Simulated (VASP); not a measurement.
WS2, 3 atoms in the cell. The cell holds a slab with vacuum, 3 atoms: a = 3.121 Å, b = 3.121 Å, c = 20.000 Å, α = 90.00°, β = 90.00°, γ = 120.00°. 

- Program: VASP 6.6.1
- Task: relaxation of the atoms
- Functional: LDA
- Potentials or basis: VASP PAW LDA potentials, release 64 (W_sv, S)
- Cutoff: 520 eV
- k mesh: 15 × 15 × 1
- Occupations: gaussian, width 0.01 eV
- Spin: no spin polarisation
- Dipole correction: no
- Further INCAR settings: ALGO = Normal; EDIFF = 1e-07; IBRION = 2; EDIFFG = -0.001; NSW = 80

Potentials or basis: VASP PAW LDA potentials, release 64 (W_sv, S).

Command:

```bash
$ cat potpaw_LDA.64/W_sv/POTCAR potpaw_LDA.64/S/POTCAR > POTCAR
$ mpirun -np 1 vasp_std > vasp.out
```

Hardware: 1 thread of AMD EPYC 7R13 Processor (Zen 3), with other jobs on the host.

Question: Estimate the wall time of this run.

Answer: Wall time 100 s on 1 thread of AMD EPYC 7R13 Processor (Zen 3), on a shared host, peak memory 0.24 GiB. Counts: scf iterations 31, k points 27, ion steps 2.
